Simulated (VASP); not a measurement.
P3Pt2:

```xyz
10
Lattice="-3.9977 0.0000 3.7360 3.9977 0.0000 3.7360 0.0000 6.0659 3.7360" Properties=species:S:1:pos:R:3 pbc="T T T"
Pt   -1.7430    0.0000    3.7360
Pt    1.7430    0.0000    3.7360
Pt   -1.9988    3.0330    5.6040
Pt    1.9988    3.0330    5.6040
P     0.0000    0.8917    1.5452
P     0.0000    5.1742    5.2812
P     0.0000    5.1742    9.6628
P     0.0000    0.8917    5.9268
P     0.0000    1.7967    7.4720
P     0.0000    4.2692    3.7360
```

Base run:

| Quantity | Value |
| --- | --- |
| Program | VASP 6.6.1 |
| Functional | PBE |
| Potentials or basis | VASP PAW PBE potentials, release 64 (Pt, P) |
| Cutoff | 520 eV |
| k mesh | 4 × 4 × 4 |
| Occupations | methfessel-paxton, width 0.2623 eV |
| Spin | no spin polarisation |
| Hubbard terms | Pt d U = 8.0 eV |

Its results: band gap on the k mesh zero (bands 35 and 36 overlap by 0.25 eV); pressure 26.5 GPa; largest force 12.626 eV/Å.

Question: The run is repeated on the same cell with these changes: hubbard terms from Pt d U = 8.0 eV to none. What comes out?

Answer: Band gap on the k mesh zero (bands 35 and 36 overlap by 0.59 eV); pressure 25.4 GPa; largest force 12.820 eV/Å.

Caveats: the cell stands under pressure; spin-orbit coupling is left out, which moves the levels of the heavy elements; forces of over 1 eV/Å act on the atoms, so gaps and moduli don't describe the material at rest; U without spin polarisation on a metal has little footing (at least some runs); the U is typed as a test and isn't derived for this compound (at least some runs).
